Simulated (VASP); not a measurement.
A run of VASP 6.6.1:

POSCAR

```
CdS
1.0
    0.0000000000      2.7267765455      2.7267765455
    2.7131426627      0.0000000000      2.7267765455
    2.7131426627      2.7267765455      0.0000000000
Cd S
1 1
Direct
    0.0000000000      0.0000000000      0.0000000000
    0.5000000000      0.5000000000      0.5000000000
```

INCAR.step1

```
SYSTEM = CdS
ALGO = Normal
EDIFF = 1E-5
ENCUT = 520
GGA = PE
ISIF = 2
ISMEAR = 0
LASPH = .TRUE.
LCHARG = .FALSE.
LREAL = .FALSE.
LWAVE = .TRUE.
NBANDS = 16
NELM = 100
PREC = Accurate
SIGMA = 0.01
```

The input INCAR.step2:

```
SYSTEM = CdS
ALGO = Normal
EDIFF = 1E-7
ENCUT = 520
GGA = PE
HFSCREEN = 0.2079
ISIF = 2
ISMEAR = 0
ISTART = 1
LASPH = .TRUE.
LCHARG = .FALSE.
LHFCALC = .TRUE.
LREAL = .FALSE.
LWAVE = .FALSE.
NBANDS = 16
NELM = 100
PREC = Accurate
PRECFOCK = Normal
SIGMA = 0.01
```

KPOINTS

```
k-points
0
G
  6 6 6
  0 0 0
```

Potentials or basis: VASP PAW PBE potentials, release 64 (Cd, S).

Run with:

```sh
$ cat potpaw_PBE.64/Cd/POTCAR potpaw_PBE.64/S/POTCAR > POTCAR
$ cp INCAR.step1 INCAR
$ mpirun -np 1 vasp_std > vasp.out
$ cp INCAR.step2 INCAR
$ mpirun -np 1 vasp_std > vasp.out
```

Hardware: 1 thread of Intel(R) Xeon(R) Platinum 8559C (Emerald Rapids) (shared host).

Problem. Estimate the wall time of this run.

Solution. Run time: 50 min on 1 thread of Intel(R) Xeon(R) Platinum 8559C (Emerald Rapids) (shared host), peak memory 0.29 GiB. Counts: k points 30.
